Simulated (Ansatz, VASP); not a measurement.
**Ba in VASP and in Ansatz**

```
CELL_PARAMETERS angstrom
3.94657 0.00000 0.00000
0.00000 3.94657 0.00000
0.00000 0.00000 3.94657
ATOMIC_POSITIONS crystal
Ba 0.00000 0.00000 0.00000
```

Alike in both runs: functional PBE; k mesh 14 × 14 × 14; occupations gaussian, width 0.1 eV; no spin polarisation.

Ansatz relaxed the structure, and its values are those at the end. VASP's run is a single point on that final structure, the one shown.

|  | VASP | Ansatz |
| --- | --- | --- |
| version | VASP 6.6.1 | Ansatz 0.2.0 |
| potentials or method | VASP PAW PBE potentials, release 64 (Ba_sv), cutoff 520 eV | scalar-relativistic, plane waves, PAW |
| valence electrons in the cell | 10 | 10 |

VASP gave:

- gap on the k mesh at the Fermi level (eV): none
- pressure (GPa): 0.1

Q: What did Ansatz give for the same quantities?

A: gap on the k mesh at the Fermi level (eV): none; pressure (GPa): 0.0.

A gap of «none» marks a metal or a gap that the smearing closes.

Neither program's run includes spin-orbit coupling.
